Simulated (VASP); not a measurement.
Here is a VASP 6.6.1 calculation.

Contents of POSCAR:

```
CaO
1.0
    0.0000000000      2.6067317416      2.6067317416
    2.5897879853      0.0000000000      2.6067317416
    2.5897879853      2.6067317416      0.0000000000
Ca O
1 1
Direct
    0.0000000000      0.0000000000      0.0000000000
    0.2500000000      0.2500000000      0.2500000000
```

The input INCAR.step1:

```
PREC     = Accurate       # precision mode
ENCUT    = 520            # plane-wave cutoff, eV
EDIFF    = 1E-5           # SCF threshold, eV
ISMEAR   = 0              # smearing method
SIGMA    = 0.01           # smearing width, eV
LREAL    = False          # projectors in reciprocal space
LASPH    = True           # aspherical terms in the spheres
NELM     = 80             # most SCF steps
ALGO     = Normal         # electronic algorithm
ISIF     = 2              # what is computed and relaxed
LWAVE    = True           # write WAVECAR
LCHARG   = False          # write CHGCAR
NBANDS   = 15             # bands
GGA      = PE             # functional
```

File INCAR.step2:

```
PREC     = Accurate       # precision mode
ENCUT    = 520            # plane-wave cutoff, eV
EDIFF    = 1E-6           # SCF threshold, eV
ISMEAR   = 0              # smearing method
SIGMA    = 0.01           # smearing width, eV
LREAL    = False          # projectors in reciprocal space
LASPH    = True           # aspherical terms in the spheres
NELM     = 80             # most SCF steps
ALGO     = Normal         # electronic algorithm
ISIF     = 2              # what is computed and relaxed
LWAVE    = False          # write WAVECAR
LCHARG   = False          # write CHGCAR
GGA      = PE             # functional
LHFCALC  = True           # exact exchange
HFSCREEN = 0.2079         # screening, 1/A
PRECFOCK = Normal       
NBANDS   = 15             # bands
ISTART   = 1
```

File KPOINTS:

```
Automatic mesh
0
Gamma
  6 6 6
```

Potentials or basis: VASP PAW PBE potentials, release 64 (Ca_sv, O).

Command:

```bash
$ cat potpaw_PBE.64/Ca_sv/POTCAR potpaw_PBE.64/O/POTCAR > POTCAR
$ cp INCAR.step1 INCAR
$ mpirun -np 1 vasp_std > vasp.out
$ cp INCAR.step2 INCAR
$ mpirun -np 1 vasp_std > vasp.out
```

**Question.** Estimate the band gap on the k mesh.

**Answer.** 4.73 eV (least direct gap 5.37 eV).

**Question.** What does it give for the pressure?

**Answer.** 1.2 GPa.

Stress tensor (GPa, compression positive):
```
1.25 0.00 0.00
0.00 1.16 0.00
0.00 0.00 1.16
```

Caveat: the cell differs from its parent crystal (uniaxial x strain -0.7%); the structure was generated, so it needn't be the stable form of CaO; the PAW data sets were made with another functional, which shifts forces and pressure a little. A k mesh can miss the band edges.
